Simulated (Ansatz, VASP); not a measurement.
## Mo in VASP and in Ansatz

```
Mo
1.0
    -1.56592    1.56592    1.56592
     1.56592   -1.56592    1.56592
     1.56592    1.56592   -1.56592
Mo
1
Direct
  0.00000 0.00000 0.00000
```

Alike in both runs: functional PBE; dispersion D3(BJ); k mesh 15 × 15 × 15; occupations methfessel-paxton of order 1, width 0.1 eV; no spin polarisation.

Ansatz relaxed the structure, and its values are those at the end. VASP's run is a single point on that final structure, the one shown.

|  | VASP | Ansatz |
| --- | --- | --- |
| version | VASP 6.6.1 | Ansatz 0.2.0 |
| potentials or method | VASP PAW PBE potentials, release 64 (Mo_sv), cutoff 520 eV | plane waves, PAW |
| valence electrons in the cell | 14 | 14 |

|  | VASP | Ansatz | Ansatz less VASP |
| --- | --- | --- | --- |
| pressure (GPa) | 0.6 | 0.0 | -0.59 |
